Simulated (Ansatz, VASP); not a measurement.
## Two plane-wave programs on Cu4O

File INCAR:

```
PREC = Accurate
ENCUT = 600
EDIFF = 1E-7
ISMEAR = 0
SIGMA = 0.1
LREAL = F
LASPH = T
NELM = 100
ALGO = Normal
ISIF = 3
LWAVE = F
LCHARG = F
GGA = PE
IBRION = 2
NSW = 100
EDIFFG = -0.01
```

KPOINTS

```
Automatic mesh
0
Gamma
  10 10 10
```

The input POSCAR:

```
Cu4O
1.0
    3.9638539886      0.0000000000      0.0000000000
    0.0000000000      3.9638539886      0.0000000000
    0.0000000000      0.0000000000      3.9638539886
Cu O
4 1
Direct
    0.5000000000      0.5000000000      0.5000000000
    0.5000000000      0.0000000000      0.0000000000
    0.0000000000      0.5000000000      0.0000000000
    0.0000000000      0.0000000000      0.5000000000
    0.0000000000      0.0000000000      0.0000000000
```

Input for Ansatz:

```yaml
crystal:
  lattice:
    - [3.9638539886, 0.0, 0.0]
    - [0.0, 3.9638539886, 0.0]
    - [0.0, 0.0, 3.9638539886]
  atoms:
    - { symbol: Cu, position: [0.5, 0.5, 0.5] }
    - { symbol: Cu, position: [0.5, 0.0, 0.0] }
    - { symbol: Cu, position: [0.0, 0.5, 0.0] }
    - { symbol: Cu, position: [0.0, 0.0, 0.5] }
    - { symbol: O, position: [0.0, 0.0, 0.0] }
basis:
  ecutwfc: 420
kpoints:
  mp_grid: { grid: [10, 10, 10] }
hamiltonian:
  xc: pbe
scf:
  occupations: { method: gaussian, width: 0.1 }
output:
  forces: true
  stress: true
  eigenvalues: true
  write_density: true
  write_potential: true
  elf: true
  volumetric_format: npy
relax:
  adjacent_minimum: "off"
  f_tol: 0.01
  max_steps: 80
  cell: { stress_tol: 0.05 }
```

Alike in both runs: task relaxation of cell and atoms; functional PBE; k mesh 10 × 10 × 10; occupations gaussian, width 0.1 eV; no spin polarisation.

|  | VASP | Ansatz |
| --- | --- | --- |
| version | VASP 6.6.1 | Ansatz 0.2.0 |
| potentials or method | VASP PAW PBE potentials, release 64 (Cu, O), cutoff 600 eV | scalar-relativistic, plane waves, PAW |
| valence electrons in the cell | 50 | 82 |

|  | VASP | Ansatz | Ansatz less VASP |
| --- | --- | --- | --- |
| gap on the k mesh at the Fermi level, each at its own relaxed structure (eV) | none | none | - |
| relaxed volume (Å³/atom) | 12.50 | 12.43 | -0.071 |
| relaxed cell length with the largest relative difference (Å) | 3.969 | 3.961 | -0.0076 |

A gap of «none» marks a metal or a gap that the smearing closes. VASP's potentials hold 50 valence electrons a cell and Ansatz's 82, so a difference there can come from the potentials and not from the codes.
